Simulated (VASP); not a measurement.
A run of VASP 6.6.1 is set up as follows.

File INCAR:

```
SYSTEM = TiSi16
PREC = Accurate
ENCUT = 520
EDIFF = 1E-6
ISMEAR = -1
SIGMA = 0.05
LREAL = Auto
LASPH = .True.
NELM = 80
ALGO = Normal
ISIF = 2
LWAVE = .False.
LCHARG = .True.
GGA = PE
LELF = .True.
LVHAR = .True.
NBANDS = 52
```

File KPOINTS:

```
Automatic mesh
0
Gamma
  2 2 2
  0 0 0
```

File POSCAR:

```
TiSi16
1.0
    0.0000000000      5.4300000000      5.4300000000
    5.4300000000      0.0000000000      5.4300000000
    5.4300000000      5.4300000000      0.0000000000
Si Ti
16 1
Direct
    0.0012642135     -0.0036219346      0.0014119935
    0.1213120676      0.1291233319      0.1214511348
   -0.0119616967      0.0046598239      0.5039107796
    0.1212433198      0.1291772857      0.6286067235
    0.0013573529      0.5020258168      0.0014713491
    0.1248403357      0.6257262660      0.1250229626
    0.0012687289      0.5020246394      0.4957132783
    0.1212527350      0.6221393881      0.6285288251
    0.5037413097      0.0047069788     -0.0118082957
    0.6284542570      0.1291592033      0.1213978928
    0.5037842207      0.0045784377      0.5039222949
    0.6248168948      0.1256594598      0.6249428756
    0.4955430071      0.5020197265      0.0014138200
    0.6283943839      0.6221363567      0.1213890234
    0.5037720839      0.4889414689      0.5039896143
    0.6283963003      0.6221133622      0.6285329095
    0.3748303959     -0.1242803912      0.3749950387
```

Potentials or basis: VASP PAW PBE potentials, release 64 (Si, Ti_sv).

Launch:

```console
$ cat potpaw_PBE.64/Si/POTCAR potpaw_PBE.64/Ti_sv/POTCAR > POTCAR
$ mpirun -np 1 vasp_std > vasp.out
```

Problem. Estimate the band gap on the k mesh.

Solution. Zero (bands 38 and 39 overlap by 0.44 eV).

Problem. Predict the pressure.

Solution. 4.0 GPa.

Forces in eV/Å, atoms in the order of the input:
```
Si  -0.001  0.003 -0.001
Si   0.004  0.002  0.004
Si   0.001 -0.003 -0.005
Si  -0.006 -0.001  0.004
Si   0.003 -0.003  0.001
Si  -0.009  0.001 -0.007
Si   0.002 -0.001  0.005
Si   0.001  0.002  0.002
Si  -0.008 -0.003  0.001
Si   0.005 -0.001 -0.005
Si   0.001  0.000  0.001
Si   0.003  0.002  0.002
Si   0.006  0.000  0.003
Si   0.004  0.002  0.000
Si  -0.009  0.001 -0.007
Si   0.002  0.001  0.000
Ti   0.000 -0.003  0.002
```

Caveat: the k points lie up to 0.50 Å⁻¹ apart.
